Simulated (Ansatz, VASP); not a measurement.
TaN in VASP and in Ansatz

File INCAR:

```
ALGO = Normal ; EDIFF = 1E-7
ENCUT = 520 ; GGA = PS
ISIF = 2 ; ISMEAR = -1
LASPH = T ; LCHARG = F
LREAL = F ; LWAVE = F
NBANDS = 15 ; NELM = 60
PREC = Accurate ; SIGMA = 0.02
```

The input KPOINTS:

```
k-points
0
Gamma
  9 9 9
```

File POSCAR:

```
TaN
1.0
    0.0000000000      2.1862392558      2.1862392558
    2.1862392558      0.0000000000      2.1862392558
    2.1862392558      2.1862392558      0.0000000000
Ta N
1 1
Direct
    0.5000000000      0.5000000000      0.5000000000
    0.0000000000      0.0000000000      0.0000000000
```

Input for Ansatz:

```yaml
crystal:
  lattice:
    - [0.0, 2.1862392558, 2.1862392558]
    - [2.1862392558, 0.0, 2.1862392558]
    - [2.1862392558, 2.1862392558, 0.0]
  atoms:
    - { symbol: Ta, position: [0.5, 0.5, 0.5] }
    - { symbol: "N", position: [0.0, 0.0, 0.0] }
kpoints:
  mp_grid: { grid: [9, 9, 9] }
  band_path:
    path:
      - [0.0, 0.0, 0.0]
      - [0.5, 0.0, 0.5]
      - [0.625, 0.25, 0.625]
      - [0.375, 0.375, 0.75]
      - [0.0, 0.0, 0.0]
      - [0.5, 0.5, 0.5]
      - [0.5, 0.25, 0.75]
      - [0.5, 0.0, 0.5]
    npoints: 5
scf:
  occupations: { method: fermi_dirac, width: 0.02 }
hamiltonian:
  xc: pbesol
  pseudopotentials: { kind: all_electron, lapw: { basis_error: 0.0005 } }
output:
  forces: true
  stress: true
  eigenvalues: true
```

Change from the starting cell: volume scaled by 1.01.

Alike in both runs: task single point; functional PBEsol; k mesh 9 × 9 × 9; occupations fermi-dirac, width 0.02 eV; no spin polarisation.

|  | VASP | Ansatz |
| --- | --- | --- |
| version | VASP 6.6.1 | Ansatz 0.2.0 |
| potentials or method | VASP PAW PBE potentials, release 64 (Ta_pv, N), cutoff 520 eV | all-electron LAPW, scalar-relativistic |

```csv
,VASP,Ansatz,Ansatz less VASP
pressure (GPa),1.7,0.7,-1.02
```

VASP's potentials were made for PBE, not for PBEsol. Ansatz ran all-electron here, and VASP with PAW potentials.

Spin-orbit coupling is off throughout.
